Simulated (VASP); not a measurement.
# InGa3P4 (P1) in VASP: relaxation of cell and atoms with PBE

Aim: the relaxation of cell and atoms of InGa3P4 with PBE.

All numbers are computed with VASP 6.6.1; they aren't measurements. Logs are shortened: lines on timing, memory, paths and dates and some standing lists are left out, and cuts for length are marked.

### 1 The cell of the first run

The typed cell holds 8 atoms: a = 5.502 Å, b = 5.621 Å, c = 5.520 Å, α = 90.04°, β = 89.91°, γ = 89.73°.

### 2 Relaxation of cell and atoms, PBE

File INCAR:

```
SYSTEM = InGa3P4
ALGO = Normal
EDIFF = 1E-7
EDIFFG = -0.025
ENCUT = 600
GGA = PE
IBRION = 2
ISIF = 3
ISMEAR = 0
LASPH = .TRUE.
LCHARG = .FALSE.
LREAL = .FALSE.
LWAVE = .FALSE.
NELM = 80
NSW = 80
PREC = Accurate
SIGMA = 0.1
```

File KPOINTS:

```
k-points
0
G
  4 4 4
  0 0 0
```

File POSCAR:

```
InGa3P4
1.0
    5.5016127720      0.0133021092      0.0041383700
    0.0133021092      5.6205887136     -0.0020734806
    0.0041383700     -0.0020734806      5.5196264320
In Ga P
1 3 4
Direct
    0.5118210138      0.4782556628      0.5139206720
   -0.0045336187      0.0063212868      0.4799551456
    0.0126571031      0.5132653334      0.0149380769
    0.4913026787     -0.0006473707     -0.0007818652
    0.7480136475      0.7550658060      0.7435188087
    0.7588985597      0.2432051941      0.2403444657
    0.2451755389      0.7487360296      0.2515878000
    0.2366650770      0.2557980580      0.7565168963
```

Potentials or basis: VASP PAW PBE potentials, release 64 (In_d, Ga_d, P).

The run is started by

```sh
$ cat potpaw_PBE.64/In_d/POTCAR potpaw_PBE.64/Ga_d/POTCAR potpaw_PBE.64/P/POTCAR > POTCAR
$ mpirun -np 1 vasp_std > vasp.out
```

OUTCAR:

```text
SYSTEM = InGa3P4
   EDIFF = 1E-7
   EDIFFG = -0.025
   ENCUT = 600
   GGA = PE
   IBRION = 2
   ISIF = 3
   ISMEAR = 0
   LASPH = .TRUE.
   LREAL = .FALSE.
   NELM = 80
   NSW = 80
   PREC = Accurate

 ion  position               nearest neighbor table
   1  0.512  0.478  0.514-   8 2.38   5 2.40   6 2.42   7 2.56
   2  0.995  0.006  0.480-   6 2.28   7 2.35   5 2.45   8 2.47
   3  0.013  0.513  0.015-   7 2.26   8 2.37   6 2.41   5 2.49
   4  0.491  0.999  0.999-   7 2.40   8 2.41   6 2.42   5 2.42
   5  0.748  0.755  0.744-   1 2.40   4 2.42   2 2.45   3 2.49
   6  0.759  0.243  0.240-   2 2.28   3 2.41   4 2.42   1 2.42
   7  0.245  0.749  0.252-   3 2.26   2 2.35   4 2.40   1 2.56
   8  0.237  0.256  0.757-   3 2.37   1 2.38   4 2.41   2 2.47

  LATTYP: Found a triclinic cell.
 ALAT       =    12.3796085570
 B/A-ratio  =     0.9949815829
 C/A-ratio  =     1.3494803076
 COS(alpha) =     0.0000593126
 COS(beta)  =     0.6011276047
 COS(gamma) =     0.7963751347

  Lattice vectors:

 A1 = (  11.0165276532,   5.6471929320,   0.0062032594)
 A2 = (  11.0073639140,   0.0245307378,   5.5279031720)
 A3 = (   5.5199402504,  11.2586264976, -11.0392614552)

Analysis of symmetry for initial positions (statically):
=====================================================================
 Subroutine PRICEL returns:
 Original cell was already a primitive cell.

 Routine SETGRP: Setting up the symmetry group for a
 triclinic supercell.

 Subroutine GETGRP returns: Found  1 space group operations
 (whereof  1 operations were pure point group operations)
 out of a pool of  2 trial point group operations.

The static configuration has the point symmetry C_1 .

Analysis of symmetry for dynamics (positions and initial velocities):
=====================================================================
 Subroutine PRICEL returns:
 Original cell was already a primitive cell.

 Routine SETGRP: Setting up the symmetry group for a
 triclinic supercell.

 Subroutine GETGRP returns: Found  1 space group operations
 (whereof  1 operations were pure point group operations)
 out of a pool of  2 trial point group operations.

The dynamic configuration has the point symmetry C_1 .

 Subroutine INISYM returns: Found  1 space group operations
 (whereof  1 operations are pure point group operations),
 and found     1 'primitive' translations

----------------------------------------------------------------------------------------

                                     Primitive cell

  volume of cell :     170.6785

  direct lattice vectors                    reciprocal lattice vectors
     5.501612772  0.013302109  0.004138370     0.181766026 -0.000430232 -0.000136442
     0.013302109  5.620588714 -0.002073481    -0.000430232  0.177918349  0.000067159
     0.004138370 -0.002073481  5.519626432    -0.000136442  0.000067159  0.181171809

  length of vectors
     5.501630410  5.620604837  5.519628373     0.181766586  0.177918881  0.181171873

  position of ions in fractional coordinates (direct lattice)
     0.511821014  0.478255663  0.513920672
     0.995466381  0.006321287  0.479955146
     0.012657103  0.513265333  0.014938077
     0.491302679  0.999352629  0.999218135
     0.748013648  0.755065806  0.743518809
     0.758898560  0.243205194  0.240344466
     0.245175539  0.748736030  0.251587800
     0.236665077  0.255798058  0.756516896

  ion indices of the primitive-cell ions
   primitive index   ion index
                 1           1
                 2           2
                 3           3
                 4           4
                 5           5
                 6           6
                 7           7
                 8           8

----------------------------------------------------------------------------------------

 KPOINTS: k-points

Automatic generation of k-mesh.
 Grid dimensions read from file:
 generate k-points for:    4    4    4

 Generating k-lattice:

  Cartesian coordinates                     Fractional coordinates (reciprocal lattice)
     0.045441506 -0.000107558 -0.000034110     0.250000000 -0.000000000 -0.000000000
    -0.000107558  0.044479587  0.000016790     0.000000000  0.250000000  0.000000000
    -0.000034110  0.000016790  0.045292952     0.000000000  0.000000000  0.250000000

  Length of vectors
     0.045441646  0.044479720  0.045292968

  Shift w.r.t. Gamma in fractional coordinates (k-lattice)
     0.000000000  0.000000000  0.000000000

 Subroutine IBZKPT returns following result:
 ===========================================

 Found     36 irreducible k-points:

 Following reciprocal coordinates:
            Coordinates               Weight
  0.000000  0.000000  0.000000      1.000000
  0.250000  0.000000 -0.000000      2.000000
  0.500000  0.000000 -0.000000      1.000000
  0.000000  0.250000  0.000000      2.000000
  0.250000  0.250000 -0.000000      2.000000
  0.500000  0.250000 -0.000000      2.000000
[... 16 lines left out ...]
 -0.000000 -0.250000  0.250000      2.000000
  0.250000 -0.250000  0.250000      2.000000
 [... further k-points ...]
   k-points           NKPTS =     36   k-points in BZ     NKDIM =     36   number of bands    NBANDS=     43
   number of dos      NEDOS =    301   number of ions     NIONS =      8
   total plane-waves  NPLWV = 110592
   dimension x,y,z NGX =    48 NGY =   48 NGZ =   48
   dimension x,y,z NGXF=    96 NGYF=   96 NGZF=   96
   ions per type =               1   3   4
   NGX,Y,Z   is equivalent  to a cutoff of  14.50, 14.20, 14.46 a.u.
   NGXF,Y,Z  is equivalent  to a cutoff of  29.01, 28.39, 28.91 a.u.
 SYSTEM =  InGa3P4
   PREC   = accura    normal or accurate (medium, high low for compatibility)
   ISTART =      0    job   : 0-new  1-cont  2-samecut
   ICHARG =      2    charge: 1-file 2-atom 10-const
   ISPIN  =      1    spin polarized calculation?
   LNONCOLLINEAR =      F non collinear calculations
   LSORBIT =      F    spin-orbit coupling
   LASPH  =      T    aspherical Exc in radial PAW
   ENCUT  =  600.0 eV  44.10 Ry    6.64 a.u.  10.99 11.23 11.02*2*pi/ulx,y,z
   NELM   =     80;   NELMIN=  2; NELMDL= -5     # of ELM steps
   EDIFF  = 0.1E-06   stopping-criterion for ELM
   LREAL  =      F    real-space projection
   EDIFFG = -.3E-01   stopping-criterion for IOM
   NSW    =     80    number of steps for IOM
   IBRION =      2    ionic relax: 0-MD 1-quasi-New 2-CG
   NFREE  =      1    steps in history (QN), initial steepest desc. (CG)
   ISIF   =      3    stress and relaxation
   ISYM   =      2    0-nonsym 1-usesym 2-fastsym
   POTIM  = 0.5000    time-step for ionic-motion
   TEBEG  =    0.0;   TEEND  =   0.0 temperature during run
   PSTRESS=    0.0 pullay stress
   NELECT =      72.0000    total number of electrons
   NUPDOWN=      -1.0000    fix difference up-down
   EMIN   =  10.00;   EMAX   =-10.00  energy-range for DOS
   EFERMI =   0.00;   METHOD = LEGACY
   ISMEAR =     0;   SIGMA  =   0.10  broadening in eV -4-tet -1-fermi 0-gaus
   EFERMI_NEDOS =   21; number of points for ismear=-14 and -15
   IALGO  =     38    algorithm
   IMIX   =      4    mixing-type and parameters
     AMIX     =   0.40;   BMIX     =  1.00
     AMIX_MAG =   1.60;   BMIX_MAG =  1.00
  volume/ion in A,a.u.               =      21.33       143.97
  Fermi-wavevector in a.u.,A,eV,Ry     =   1.227796  2.320197 20.510540  1.507482
  Thomas-Fermi vector in A             =   2.362745
   LORBIT       =      0    0 simple, 1 ext, 2 COOP (PROOUT), +10 PAW based schemes
   GGA     = PE    functional components
   LHFCALC =     F    Hartree Fock is set to
   AEXX    =    0.0000 exact exchange contribution
   IVDW    =     0    specifies the selected vdW correction
   LEPSILON=     F    determine dielectric tensor
   LRPA    =     F    only Hartree local field effects (RPA)
 conjugate gradient relaxation of ions
 non-spin polarized calculation
 Gauss-broadening in eV      SIGMA  =   0.10
  energy-cutoff  :      600.00
  volume of cell :      170.68
 maximum number of plane-waves:      5730
 NGX is ok and might be reduce to    48
   NGX = 21   NGY = 23   NGZ = 23

--------------------------------------- Ionic step        1  -------------------------------------------

 number of electron      72.0000002 magnetization

 Free energy of the ion-electron system (eV)
  ---------------------------------------------------
  ext. energy  EPLUGINS =         0.00000000
  ---------------------------------------------------
  free energy    TOTEN  =       -35.12813922 eV

  energy without entropy =      -35.12813922  energy(sigma->0) =      -35.12813922

------------------------ aborting loop because EDIFF is reached ----------------------------------------

  FORCE on cell =-STRESS in cart. coord.  units (eV):
  Direction    XX          YY          ZZ          XY          YZ          ZX
  --------------------------------------------------------------------------------------
  -------------------------------------------------------------------------------------
  Total        4.9130789      3.3626944      4.4013358      0.8109416      1.2043979     -0.5942461
  in kB       46.1196070     31.5659789     41.3158192      7.6123969     11.3058144     -5.5782526
  external PRESSURE =      39.6671351 kB  Pullay stress =       0.0000000 kB
[... 107 lines left out ...]
  FREE ENERGIE OF THE ION-ELECTRON SYSTEM (eV)
  ---------------------------------------------------
  free  energy   TOTEN  =       -35.5099548289 eV

  energy  without entropy=      -35.5099548288  energy(sigma->0) =      -35.50995483

[... ionic steps 4 to 10 ...]

--------------------------------------- Ionic step       11  -------------------------------------------

 number of electron      71.9999977 magnetization

------------------------ aborting loop because EDIFF is reached ----------------------------------------
[... 79 lines left out ...]
--------------------------------------- Ionic step       13  -------------------------------------------

 number of electron      71.9999975 magnetization

 Free energy of the ion-electron system (eV)
  ---------------------------------------------------
  ext. energy  EPLUGINS =         0.00000000
  ---------------------------------------------------
  free energy    TOTEN  =       -35.60677928 eV

  energy without entropy =      -35.60677928  energy(sigma->0) =      -35.60677928

 E-fermi :   4.9077     XC(G=0):  -9.5294

 val. band max:        4.4756003119   @ k =   0.0000   0.0000   0.0000
 cond. band min:       5.5111838177   @ k =   0.0000   0.0000   0.0000
 fundamental gap:      1.0355835058
 Fermi energy:         4.9076746890

 k-point     1 :       0.0000    0.0000    0.0000
  band No.  band energies     occupation
      1     -10.1363      2.00000
      2     -10.1362      2.00000
      3     -10.1360      2.00000
      4     -10.0497      2.00000
      5     -10.0494      2.00000
      6     -10.0494      2.00000
[... 1093 lines left out ...]
     42       9.0571      0.00000
     43       9.1795      0.00000

 [... further k-points ...]

------------------------ aborting loop because EDIFF is reached ----------------------------------------

  FORCE on cell =-STRESS in cart. coord.  units (eV):
  Direction    XX          YY          ZZ          XY          YZ          ZX
  --------------------------------------------------------------------------------------
  -------------------------------------------------------------------------------------
  Total       -0.0930113     -0.0355029     -0.0981229     -0.0122083     -0.0572676     -0.0080088
  in kB       -0.8387927     -0.3201712     -0.8848894     -0.1100962     -0.5164493     -0.0722251
  external PRESSURE =      -0.6812844 kB  Pullay stress =       0.0000000 kB
[... 23 lines left out ...]
  FREE ENERGIE OF THE ION-ELECTRON SYSTEM (eV)
  ---------------------------------------------------
  free  energy   TOTEN  =       -35.6067792814 eV

  energy  without entropy=      -35.6067792814  energy(sigma->0) =      -35.60677928

 reached required accuracy - stopping structural energy minimisation
```

Wall time 30 min (1 thread of Intel Xeon 6975P-C (Granite Rapids), shared host); peak memory 0.53 GiB.

What came out:

- Free energy: -35.6068 eV
- Relaxed volume: 22.21 Å³/atom
- Relaxed cell: a = 5.623 Å, b = 5.618 Å, c = 5.623 Å, α = 89.97°, β = 89.99°, γ = 89.99°
- Space group after relaxing (to 0.1 Å): P-43m (No. 215)
- Energy gained by relaxing: 59.8 meV/atom
- Ionic steps: 13
- Pressure after relaxing: -0.1 GPa
- Largest force after relaxing: 0.019 eV/Å
- Band gap on the k mesh: 1.04 eV

Forces on the atoms (eV/Å):
```
In   0.012  0.002  0.006
Ga   0.000  0.006  0.000
Ga   0.014  0.000  0.007
Ga   0.008 -0.010 -0.009
P   -0.013 -0.001  0.001
P   -0.008 -0.008  0.004
P   -0.009  0.011 -0.013
P   -0.004  0.001  0.003
```

The path:
| step | energy change (eV) | largest force (eV/Å) | pressure (GPa) | volume (Å³) |
| --- | --- | --- | --- | --- |
| 1 | 0.0000 | 1.8819 | 3.97 | 170.68 |
| 2 | -0.3647 | 0.3908 | -2.39 | 184.04 |
| 3 | -0.3818 | 0.4599 | -1.47 | 181.48 |
| 4 | -0.4440 | 0.2012 | -0.16 | 177.71 |
| 5 | -0.4468 | 0.1879 | 0.22 | 176.74 |
| 6 | -0.4539 | 0.1657 | 0.06 | 177.16 |
| 7 | -0.4588 | 0.2228 | -0.21 | 177.89 |
| 8 | -0.4639 | 0.1777 | -0.13 | 177.71 |
| 9 | -0.4699 | 0.1577 | 0.10 | 177.20 |
| 10 | -0.4753 | 0.0892 | 0.07 | 177.32 |
| 11 | -0.4771 | 0.0756 | 0.03 | 177.43 |
| 12 | -0.4784 | 0.0402 | -0.03 | 177.58 |
| 13 | -0.4786 | 0.0193 | -0.07 | 177.66 |

Final structure:
```
CELL_PARAMETERS angstrom
5.62303 0.00020 0.00041
0.00063 5.61847 0.00168
0.00023 0.00128 5.62346
ATOMIC_POSITIONS crystal
In 0.50011 0.49976 0.50016
Ga 0.00024 0.99969 0.49981
Ga 0.99967 0.50022 0.99945
Ga 0.49978 0.00039 0.00058
P 0.75979 0.76037 0.75993
P 0.76030 0.24025 0.23999
P 0.24016 0.75943 0.24016
P 0.23994 0.23990 0.75993
```

Levels at points of the mesh, in eV from the valence-band top:
```csv
k point,band 32,band 33,band 34,band 35,band 36,band 37,band 38,band 39,band 40,band 41
"(0.00, 0.00, 0.00)",-2.41,-2.41,-0.01,0.00,0.00,1.04,1.76,1.76,1.76,1.91
"(0.50, 0.00, 0.00)",-3.15,-1.70,-1.70,-1.32,-1.32,2.23,2.27,3.35,3.59,4.52
"(0.00, 0.50, 0.00)",-3.15,-1.70,-1.70,-1.33,-1.32,2.22,2.26,3.35,3.59,4.53
"(0.50, 0.50, 0.00)",-3.04,-1.43,-1.10,-0.93,-0.92,2.74,2.75,3.30,3.33,5.04
"(0.00, 0.00, 0.50)",-3.15,-1.70,-1.69,-1.32,-1.32,2.23,2.27,3.35,3.59,4.52
"(0.50, 0.00, 0.50)",-3.03,-1.43,-1.11,-0.93,-0.93,2.74,2.74,3.29,3.32,5.04
"(0.00, 0.50, 0.50)",-3.03,-1.43,-1.11,-0.93,-0.93,2.74,2.74,3.30,3.33,5.04
"(0.50, 0.50, 0.50)",-1.13,-1.13,-0.76,-0.76,-0.76,1.34,1.34,1.35,1.90,4.49
```

Caveat: spin-orbit coupling is left out, which moves the levels of the heavy elements.
